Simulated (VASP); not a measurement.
Input of a VASP 6.6.1 run:

INCAR

```
PREC = Accurate ; ENCUT = 520
EDIFF = 1E-7 ; ISMEAR = 0
SIGMA = 0.05 ; LREAL = F
LASPH = T ; NELM = 150
ALGO = Normal ; ISIF = 2
LWAVE = F ; LCHARG = F
LMAXMIX = 4 ; LDAU = T
LDAUTYPE = 2 ; LDAUL = 2 -1
LDAUU = 4 0 ; LDAUJ = 0 0
LDAUPRINT = 1 ; GGA = PE
NBANDS = 33
```

Contents of KPOINTS:

```
Automatic mesh
0
Gamma
  6 6 6
```

File POSCAR:

```
TiO2
1.0
    2.6403699524     -2.6404433249     -0.0197025433
    2.6403699524      2.6404433249     -0.0197025433
   -2.6045504488      0.0000000000      4.8027412153
Ti O
2 4
Direct
    0.1250069486      0.8749930514      0.2500000000
    0.8749930514      0.1250069486      0.7500000000
    0.3455605588      0.0955838341      0.6911308395
    0.6544394412      0.9044161659      0.3088691605
    0.9044161659      0.6544394412      0.8088691605
    0.0955838341      0.3455605588      0.1911308395
```

Potentials or basis: VASP PAW PBE potentials, release 64 (Ti_sv, O).

Launch:

```bash
$ cat potpaw_PBE.64/Ti_sv/POTCAR potpaw_PBE.64/O/POTCAR > POTCAR
$ mpirun -np 1 vasp_std > vasp.out
```

Q: Estimate the band gap on the k mesh.

A: 2.28 eV (least direct gap 3.00 eV).

Q: Predict the pressure.

A: 15.2 GPa.

Forces in eV/Å, atoms in the order of the input:
```
Ti   0.000  0.000  0.000
Ti   0.000  0.000  0.000
O   -0.010  0.000 -1.389
O    0.010  0.000  1.389
O    0.010  0.000  1.389
O   -0.010  0.000 -1.389
```

Caveat: the cell differs from its parent crystal (atoms shifted along a free coordinate); the stress differs along the axes, from -3 to 25 GPa; forces of over 1 eV/Å act on the atoms, so gaps and moduli don't describe the material at rest. A k mesh can miss the band edges.
